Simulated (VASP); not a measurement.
C, 2 atoms in the cell. The structure is cubic, space group Fd-3m (No. 227). The conventional cell has a = 3.567 Å, b = 3.567 Å, c = 3.567 Å, α = 90.00°, β = 90.00°, γ = 90.00°. Within 2.1 Å of C (site symmetry -43m) lie 4 C at 1.54 Å. 

| Item | Value |
| --- | --- |
| Program | VASP 6.6.1 |
| Task | single point |
| Functional | PBEsol |
| Potentials or basis | VASP PAW PBE potentials, release 64 (C) |
| Cutoff | 600 eV |
| k mesh | 8 × 8 × 8 |
| Occupations | gaussian, width 0.1 eV |
| Spin | no spin polarisation |
| Dipole correction | no |
| Further INCAR settings | ALGO = Normal; EDIFF = 1e-06; NBANDS = 11 |

Potentials or basis: VASP PAW PBE potentials, release 64 (C).

Launch:

```console
$ cat potpaw_PBE.64/C/POTCAR > POTCAR
$ mpirun -np 1 vasp_std > vasp.out
```

Hardware: 1 thread of Intel(R) Xeon(R) Platinum 8259CL CPU @ 2.50GHz (Skylake/Cascade Lake), with other jobs on the host.

**Question.** Estimate the wall time of this run.

**Answer.** Run time: 5.5 s on 1 thread of Intel(R) Xeon(R) Platinum 8259CL CPU @ 2.50GHz (Skylake/Cascade Lake) (shared host), peak memory 0.11 GiB. Counts: scf iterations 11, k points 29.
